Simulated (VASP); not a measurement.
Set up this calculation in VASP 6.6.1, as the native input.

| Quantity | Value |
| --- | --- |
| Task | single point |
| Functional | PBEsol |
| Potentials or basis | VASP PAW PBE potentials, release 64 (Ga_d, Sb) |
| Cutoff | 520 eV |
| k mesh | 14 × 14 × 14 |
| Occupations | fermi-dirac, width 0.1 eV |
| Spin | no spin polarisation |
| Dipole correction | no |
| Further INCAR settings | ALGO = Normal; EDIFF = 1e-06; NBANDS = 16 |

The structure of GaSb lies in POSCAR:

```
GaSb
1.0
    0.0000000000      2.8712420961      2.8712420961
    2.8712420961      0.0000000000      2.8712420961
    2.8712420961      2.8712420961      0.0000000000
Ga Sb
1 1
Direct
    0.0000000000      0.0000000000      0.0000000000
    0.7500000000      0.7500000000      0.7500000000
```

One way to write it, as run:

INCAR

```
PREC = Accurate
ENCUT = 520
EDIFF = 1E-6
ISMEAR = -1
SIGMA = 0.1
LREAL = F
LASPH = T
NELM = 80
ALGO = Normal
ISIF = 2
LWAVE = F
LCHARG = F
GGA = PS
NBANDS = 16
```

KPOINTS

```
regular mesh
0
Gamma
  14 14 14
```

Potentials or basis: VASP PAW PBE potentials, release 64 (Ga_d, Sb).

Command:

```bash
$ cat potpaw_PBE.64/Ga_d/POTCAR potpaw_PBE.64/Sb/POTCAR > POTCAR
$ mpirun -np 1 vasp_std > vasp.out
```

Results of the run:

| Item | Value |
| --- | --- |
| Pressure | 15.2 GPa |
| Band gap on the k mesh | 0.46 eV (least direct gap 1.44 eV) |

Caveat: the cell stands under pressure; the PAW data sets were made with another functional, which shifts forces and pressure a little; spin-orbit coupling is left out, which moves the levels of the heavy elements.

Wall time 92 s on 1 thread of Intel Xeon 8259CL, with other jobs on the host, peak memory 0.23 GiB.
